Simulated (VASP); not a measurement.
# Ti12C13 in VASP: single point with PBE

Aim: the single point of Ti12C13 with PBE.

Program: VASP 6.6.1. These are calculated values, not measurements. Logs are shortened: lines on timing, memory, paths and dates and some standing lists are left out, and cuts for length are marked.

### 1 The cell of the first run

The cell holds a slab with vacuum, 25 atoms: a = 6.128 Å, b = 6.128 Å, c = 19.811 Å, α = 90.00°, β = 90.00°, γ = 90.00°.

### 2 Single point, PBE

INCAR reads:

```
PREC     = Accurate       # precision mode
ENCUT    = 520            # plane-wave cutoff, eV
EDIFF    = 1E-7           # SCF threshold, eV
ISMEAR   = 0              # smearing method
SIGMA    = 0.1            # smearing width, eV
LREAL    = Auto         
LASPH    = True           # aspherical terms in the spheres
NELM     = 100            # most SCF steps
ALGO     = Normal         # electronic algorithm
ISIF     = 2              # what is computed and relaxed
LWAVE    = False          # write WAVECAR
LCHARG   = False          # write CHGCAR
LDIPOL   = True         
IDIPOL   = 3            
DIPOL    = 0.5 0.5 0.316
GGA      = PE             # functional
NBANDS   = 116            # bands
```

KPOINTS reads:

```
Automatic mesh
0
Gamma
  5 5 1
```

POSCAR reads:

```
Ti12C13
1.0
    6.1276785486      0.0000000000      0.0000000000
    0.0000000000      6.1276785486      0.0000000000
    0.0000000000      0.0000000000     19.8111521836
Ti C
12 13
Direct
    0.2500000000      0.2500000000      0.2019064799
    0.2500000000      0.7500000000      0.2019064799
    0.7500000000      0.2500000000      0.2019064799
    0.7500000000      0.7500000000      0.2019064799
    0.0000000000      0.0000000000      0.3089759294
    0.0000000000      0.5000000000      0.3089759294
    0.5000000000      0.0000000000      0.3089759294
    0.5000000000      0.5000000000      0.3089759294
    0.2500000000      0.2500000000      0.4140601451
    0.2500000000      0.7500000000      0.4140601451
    0.7500000000      0.2500000000      0.4140601451
    0.7500000000      0.7500000000      0.4140601451
    0.0000000000      0.0000000000      0.2019064799
    0.0000000000      0.5000000000      0.2019064799
    0.5000000000      0.0000000000      0.2019064799
    0.5000000000      0.5000000000      0.2019064799
    0.2500000000      0.2500000000      0.3083897447
    0.2500000000      0.7500000000      0.3083897447
    0.7500000000      0.2500000000      0.3083897447
    0.7500000000      0.7500000000      0.3083897447
    0.0000000000      0.0000000000      0.4195188703
    0.0000000000      0.5000000000      0.4195188703
    0.5000000000      0.0000000000      0.4195188703
    0.5000000000      0.5000000000      0.4195188703
    0.0000000000      0.0000000000      0.4854746997
```

Potentials or basis: VASP PAW PBE potentials, release 64 (Ti_sv, C).

The run is started by

```bash
cat potpaw_PBE.64/Ti_sv/POTCAR potpaw_PBE.64/C/POTCAR > POTCAR
mpirun -np 1 vasp_std > vasp.out
```

OUTCAR:

```text
PREC = Accurate
   ENCUT = 520
   EDIFF = 1E-7
   ISMEAR = 0
   LREAL = Auto
   LASPH = True
   NELM = 100
   ISIF = 2
   GGA = PE

 ion  position               nearest neighbor table
   1  0.250  0.250  0.202-  17 2.11  14 2.17  15 2.17  16 2.17  13 2.17
   2  0.250  0.750  0.202-  18 2.11  14 2.17  15 2.17  16 2.17  13 2.17
   3  0.750  0.250  0.202-  19 2.11  14 2.17  15 2.17  16 2.17  13 2.17
   4  0.750  0.750  0.202-  20 2.11  14 2.17  15 2.17  16 2.17  13 2.17
   5  0.000  0.000  0.309-  13 2.12  17 2.17  18 2.17  19 2.17  20 2.17  21 2.19
   6  0.000  0.500  0.309-  14 2.12  17 2.17  18 2.17  19 2.17  20 2.17  22 2.19
   7  0.500  0.000  0.309-  15 2.12  17 2.17  18 2.17  19 2.17  20 2.17  23 2.19
   8  0.500  0.500  0.309-  16 2.12  17 2.17  18 2.17  19 2.17  20 2.17  24 2.19
   9  0.250  0.250  0.414-  17 2.09  21 2.17  22 2.17  23 2.17  24 2.17
  10  0.250  0.750  0.414-  18 2.09  21 2.17  22 2.17  23 2.17  24 2.17
  11  0.750  0.250  0.414-  19 2.09  21 2.17  22 2.17  23 2.17  24 2.17
  12  0.750  0.750  0.414-  20 2.09  21 2.17  22 2.17  23 2.17  24 2.17
  13  0.000  0.000  0.202-   5 2.12   2 2.17   3 2.17   4 2.17   1 2.17
  14  0.000  0.500  0.202-   6 2.12   2 2.17   3 2.17   4 2.17   1 2.17
  15  0.500  0.000  0.202-   7 2.12   2 2.17   3 2.17   4 2.17   1 2.17
  16  0.500  0.500  0.202-   8 2.12   2 2.17   3 2.17   4 2.17   1 2.17
  17  0.250  0.250  0.308-   9 2.09   1 2.11   6 2.17   7 2.17   8 2.17   5 2.17
  18  0.250  0.750  0.308-  10 2.09   2 2.11   6 2.17   7 2.17   8 2.17   5 2.17
  19  0.750  0.250  0.308-  11 2.09   3 2.11   6 2.17   7 2.17   8 2.17   5 2.17
  20  0.750  0.750  0.308-  12 2.09   4 2.11   6 2.17   7 2.17   8 2.17   5 2.17
  21  0.000  0.000  0.420-  25 1.31  10 2.17  11 2.17  12 2.17   9 2.17   5 2.19
  22  0.000  0.500  0.420-   9 2.17  10 2.17  11 2.17  12 2.17   6 2.19
  23  0.500  0.000  0.420-   9 2.17  10 2.17  11 2.17  12 2.17   7 2.19
  24  0.500  0.500  0.420-   9 2.17  10 2.17  11 2.17  12 2.17   8 2.19
  25  0.000  0.000  0.485-  21 1.31

  LATTYP: Found a simple tetragonal cell.
 ALAT       =     6.1276785486
 C/A-ratio  =     3.2330599633

  Lattice vectors:

 A1 = (   6.1276785486,   0.0000000000,   0.0000000000)
 A2 = (   0.0000000000,   6.1276785486,   0.0000000000)
 A3 = (   0.0000000000,   0.0000000000,  19.8111521836)

Analysis of symmetry for initial positions (statically):
=====================================================================
 Subroutine PRICEL returns:
 Original cell was already a primitive cell.

 Routine SETGRP: Setting up the symmetry group for a
 simple tetragonal supercell.

 Subroutine GETGRP returns: Found  8 space group operations
 (whereof  8 operations were pure point group operations)
 out of a pool of 16 trial point group operations.

The static configuration has the point symmetry C_4v.

Analysis of symmetry for dynamics (positions and initial velocities):
=====================================================================
 Subroutine PRICEL returns:
 Original cell was already a primitive cell.

 Routine SETGRP: Setting up the symmetry group for a
 simple tetragonal supercell.

 Subroutine GETGRP returns: Found  8 space group operations
 (whereof  8 operations were pure point group operations)
 out of a pool of 16 trial point group operations.

The dynamic configuration has the point symmetry C_4v.

 Subroutine INISYM returns: Found  8 space group operations
 (whereof  8 operations are pure point group operations),
 and found     1 'primitive' translations

----------------------------------------------------------------------------------------

                                     Primitive cell

  volume of cell :     743.8779

  direct lattice vectors                    reciprocal lattice vectors
     6.127678549  0.000000000  0.000000000     0.163193939  0.000000000  0.000000000
     0.000000000  6.127678549  0.000000000     0.000000000  0.163193939  0.000000000
     0.000000000  0.000000000 19.811152184     0.000000000  0.000000000  0.050476620

  length of vectors
     6.127678549  6.127678549 19.811152184     0.163193939  0.163193939  0.050476620

  position of ions in fractional coordinates (direct lattice)
     0.250000000  0.250000000  0.201906480
     0.250000000  0.750000000  0.201906480
     0.750000000  0.250000000  0.201906480
     0.750000000  0.750000000  0.201906480
     0.000000000  0.000000000  0.308975929
     0.000000000  0.500000000  0.308975929
[... 59 lines left out ...]
     0.032638788  0.000000000  0.000000000     0.200000000  0.000000000  0.000000000
     0.000000000  0.032638788  0.000000000     0.000000000  0.200000000  0.000000000
     0.000000000  0.000000000  0.050476620     0.000000000  0.000000000  1.000000000

  Length of vectors
     0.032638788  0.032638788  0.050476620

  Shift w.r.t. Gamma in fractional coordinates (k-lattice)
     0.000000000  0.000000000  0.000000000

 Subroutine IBZKPT returns following result:
 ===========================================

 Found      6 irreducible k-points:

 Following reciprocal coordinates:
            Coordinates               Weight
  0.000000  0.000000  0.000000      1.000000
  0.200000  0.000000  0.000000      4.000000
  0.400000  0.000000  0.000000      4.000000
  0.200000  0.200000  0.000000      4.000000
  0.400000  0.200000  0.000000      8.000000
  0.400000  0.400000  0.000000      4.000000
   k-points           NKPTS =      6   k-points in BZ     NKDIM =      6   number of bands    NBANDS=    116
   number of dos      NEDOS =    301   number of ions     NIONS =     25
   total plane-waves  NPLWV = 345600
   dimension x,y,z NGX =    48 NGY =   48 NGZ =  150
   dimension x,y,z NGXF=    96 NGYF=   96 NGZF=  300
   ions per type =              12  13
   NGX,Y,Z   is equivalent  to a cutoff of  13.02, 13.02, 12.59 a.u.
   NGXF,Y,Z  is equivalent  to a cutoff of  26.05, 26.05, 25.17 a.u.
 SYSTEM =  unknown system
   PREC   = accura    normal or accurate (medium, high low for compatibility)
   ISTART =      0    job   : 0-new  1-cont  2-samecut
   ICHARG =      2    charge: 1-file 2-atom 10-const
   ISPIN  =      1    spin polarized calculation?
   LNONCOLLINEAR =      F non collinear calculations
   LSORBIT =      F    spin-orbit coupling
   LASPH  =      T    aspherical Exc in radial PAW
   ENCUT  =  520.0 eV  38.22 Ry    6.18 a.u.  11.39 11.39 36.84*2*pi/ulx,y,z
   NELM   =    100;   NELMIN=  2; NELMDL= -5     # of ELM steps
   EDIFF  = 0.1E-06   stopping-criterion for ELM
   LREAL  =      T    real-space projection
   EDIFFG = 0.1E-05   stopping-criterion for IOM
   NSW    =      0    number of steps for IOM
   IBRION =     -1    ionic relax: 0-MD 1-quasi-New 2-CG
   NFREE  =      0    steps in history (QN), initial steepest desc. (CG)
   ISIF   =      2    stress and relaxation
   ISYM   =      2    0-nonsym 1-usesym 2-fastsym
   POTIM  = 0.5000    time-step for ionic-motion
   TEBEG  =    0.0;   TEEND  =   0.0 temperature during run
   PSTRESS=    0.0 pullay stress
   NELECT =     196.0000    total number of electrons
   NUPDOWN=      -1.0000    fix difference up-down
   EMIN   =  10.00;   EMAX   =-10.00  energy-range for DOS
   EFERMI =   0.00;   METHOD = LEGACY
   ISMEAR =     0;   SIGMA  =   0.10  broadening in eV -4-tet -1-fermi 0-gaus
   EFERMI_NEDOS =   21; number of points for ismear=-14 and -15
   IALGO  =     38    algorithm
   IMIX   =      4    mixing-type and parameters
     AMIX     =   0.40;   BMIX     =  1.00
     AMIX_MAG =   1.60;   BMIX_MAG =  1.00
  volume/ion in A,a.u.               =      29.76       200.80
  Fermi-wavevector in a.u.,A,eV,Ry     =   1.049525  1.983315 14.986866  1.101504
  Thomas-Fermi vector in A             =   2.184492
   LORBIT       =      0    0 simple, 1 ext, 2 COOP (PROOUT), +10 PAW based schemes
   GGA     = PE    functional components
   LHFCALC =     F    Hartree Fock is set to
   AEXX    =    0.0000 exact exchange contribution
   IVDW    =     0    specifies the selected vdW correction
   LEPSILON=     F    determine dielectric tensor
   LRPA    =     F    only Hartree local field effects (RPA)
 non-spin polarized calculation
 Gauss-broadening in eV      SIGMA  =   0.10
  energy-cutoff  :      520.00
  volume of cell :      743.88
 maximum number of plane-waves:     20077
 NGX is ok and might be reduce to    48
   NGX = 23   NGY = 23   NGZ = 73

 dipolmoment           0.000000      0.000000     -0.329610 electrons x Angstroem

 number of electron     196.0000082 magnetization

 dipolmoment           0.000000      0.000000      0.259339 electrons x Angstroem

 Free energy of the ion-electron system (eV)
  ---------------------------------------------------
  ext. energy  EPLUGINS =         0.00000000
  ---------------------------------------------------
  free energy    TOTEN  =      -223.76757491 eV

  energy without entropy =     -223.74345011  energy(sigma->0) =     -223.75551251

 E-fermi :   0.1937     XC(G=0):  -5.1609

 val. band max:        0.1660414005   @ k =   0.4000   0.4000   0.0000
 cond. band min:       0.2400278602   @ k =   0.0000   0.0000   0.0000
 fundamental gap:      0.0739864598
 Fermi energy:         0.1937483099

 k-point     1 :       0.0000    0.0000    0.0000
  band No.  band energies     occupation
      1     -56.6746      2.00000
      2     -56.6469      2.00000
      3     -56.6469      2.00000
      4     -56.6232      2.00000
      5     -56.4522      2.00000
      6     -56.4172      2.00000
[... 667 lines left out ...]
    109       2.1828      0.00000
    110       2.2287      0.00000
 [bands above 110 left out]

------------------------ aborting loop because EDIFF is reached ----------------------------------------

 vacuum level on the upper side and lower side of the slab       (xc-potential included)         0.603        -0.614

  FORCE on cell =-STRESS in cart. coord.  units (eV):
  Direction    XX          YY          ZZ          XY          YZ          ZX
  --------------------------------------------------------------------------------------
  -------------------------------------------------------------------------------------
  Total      -10.8577873    -10.8577873     -1.0961850      0.0000000      0.0000000      0.0000000
  in kB      -23.3856923    -23.3856923     -2.3609825      0.0000000      0.0000000      0.0000000
  external PRESSURE =     -16.3774557 kB  Pullay stress =       0.0000000 kB

 VOLUME and BASIS-vectors are now :
 -----------------------------------------------------------------------------
  energy-cutoff  :      520.00
  volume of cell :      743.88
      direct lattice vectors                 reciprocal lattice vectors
     6.127678549  0.000000000  0.000000000     0.163193939  0.000000000  0.000000000
     0.000000000  6.127678549  0.000000000     0.000000000  0.163193939  0.000000000
     0.000000000  0.000000000 19.811152184     0.000000000  0.000000000  0.050476620

 POSITION                                       TOTAL-FORCE (eV/Angst)
 -----------------------------------------------------------------------------------
      1.53192      1.53192      4.00000        -0.101456     -0.101456      1.226835
      1.53192      4.59576      4.00000        -0.101456      0.101456      1.226835
      4.59576      1.53192      4.00000         0.101456     -0.101456      1.226835
      4.59576      4.59576      4.00000         0.101456      0.101456      1.226835
      0.00000      0.00000      6.12117        -0.000000      0.000000     -0.010469
      0.00000      3.06384      6.12117        -0.000000     -0.000000     -0.028368
[... 17 lines left out ...]
      3.06384      3.06384      8.31115        -0.000000     -0.000000     -0.386260
      0.00000      0.00000      9.61781        -0.000000      0.000000      0.117046
 -----------------------------------------------------------------------------------
    total drift:                                0.000000     -0.000000     -0.141029

  FREE ENERGIE OF THE ION-ELECTRON SYSTEM (eV)
  ---------------------------------------------------
  free  energy   TOTEN  =      -223.7675749079 eV

  energy  without entropy=     -223.7434501065  energy(sigma->0) =     -223.75551251

 vacuum level on the upper side and lower side of the slab         5.435         4.172
```

It took 40 min on 1 thread of Intel Xeon 8259CL, shared host; peak memory 0.86 GiB.

What came out:

| Item | Value |
| --- | --- |
| Free energy | -223.7676 eV |
| Largest force | 1.547 eV/Å |
| Band gap on the k mesh | zero (bands 98 and 99 overlap by 0.07 eV) |

Forces on the atoms (eV/Å):
```
Ti  -0.101 -0.101  1.227
Ti  -0.101  0.101  1.227
Ti   0.101 -0.101  1.227
Ti   0.101  0.101  1.227
Ti   0.000  0.000 -0.010
Ti   0.000  0.000 -0.028
Ti   0.000  0.000 -0.028
Ti   0.000  0.000  0.058
Ti   0.898  0.898  0.466
Ti   0.898 -0.898  0.466
Ti  -0.898  0.898  0.466
Ti  -0.898 -0.898  0.466
C    0.000  0.000 -1.547
C    0.000  0.000 -1.098
C    0.000  0.000 -1.098
C    0.000  0.000 -1.247
C    0.008  0.008  0.150
C    0.008 -0.008  0.150
C   -0.008  0.008  0.150
C   -0.008 -0.008  0.150
C    0.000  0.000 -1.506
C    0.000  0.000 -0.297
C    0.000  0.000 -0.297
C    0.000  0.000 -0.386
C    0.000  0.000  0.117
```

Levels at points of the mesh, in eV from the Fermi level:
```
           k point  band 95  band 96  band 97  band 98  band 99  band 100  band 101  band 102
(0.00, 0.00, 0.00)    -0.38    -0.38    -0.09    -0.09     0.05      0.36      0.43      0.43
```

The gap in the log of VASP goes by the Fermi energy; the results here count the filled bands.